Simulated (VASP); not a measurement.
Here is a VASP 6.6.1 calculation.

Contents of INCAR:

```
PREC     = Accurate       # precision mode
ENCUT    = 520            # plane-wave cutoff, eV
EDIFF    = 1E-6           # SCF threshold, eV
ISMEAR   = -1             # smearing method
SIGMA    = 0.1            # smearing width, eV
LREAL    = F              # projectors in reciprocal space
LASPH    = T              # aspherical terms in the spheres
NELM     = 80             # most SCF steps
ALGO     = Normal         # electronic algorithm
ISIF     = 2              # what is computed and relaxed
LWAVE    = F              # write WAVECAR
LCHARG   = T              # write CHGCAR
LDIPOL   = T            
IDIPOL   = 3            
DIPOL    = 0.5 0.5 0.500
GGA      = CA             # functional
LELF     = T              # ELF
LVHAR    = T            
LVACPOTAV= T            
NBANDS   = 43             # bands
```

File KPOINTS:

```
Automatic mesh
0
Gamma
  14 14 1
```

POSCAR

```
Ru
1.0
    2.6752522144      0.0000000000      0.0000000000
   -1.3376261072      2.3168363792      0.0000000000
    0.0000000000      0.0000000000     24.4488000000
Ru
5
Direct
    0.0000000000      0.0000000000      0.3272140670
    0.3333333340      0.6666666660      0.4136070336
    0.0000000000      0.0000000000      0.4999999997
    0.3333333340      0.6666666660      0.5863929664
    0.0000000000      0.0000000000      0.6727859330
```

Potentials or basis: VASP PAW LDA potentials, release 64 (Ru_pv).

Command:

```sh
$ cat potpaw_LDA.64/Ru_pv/POTCAR > POTCAR
$ mpirun -np 1 vasp_std > vasp.out
```

Task: Predict the largest force.

Result: 0.782 eV/Å.

Task: Predict the band gap on the k mesh.

Result: Zero (band 35 reaches 4.32 eV, above the bottom of band 36 at 1.67 eV).

Forces on the atoms (eV/Å):
```
Ru   0.000  0.000  0.714
Ru   0.000  0.000 -0.782
Ru   0.000  0.000  0.000
Ru   0.000  0.000  0.782
Ru   0.000  0.000 -0.714
```
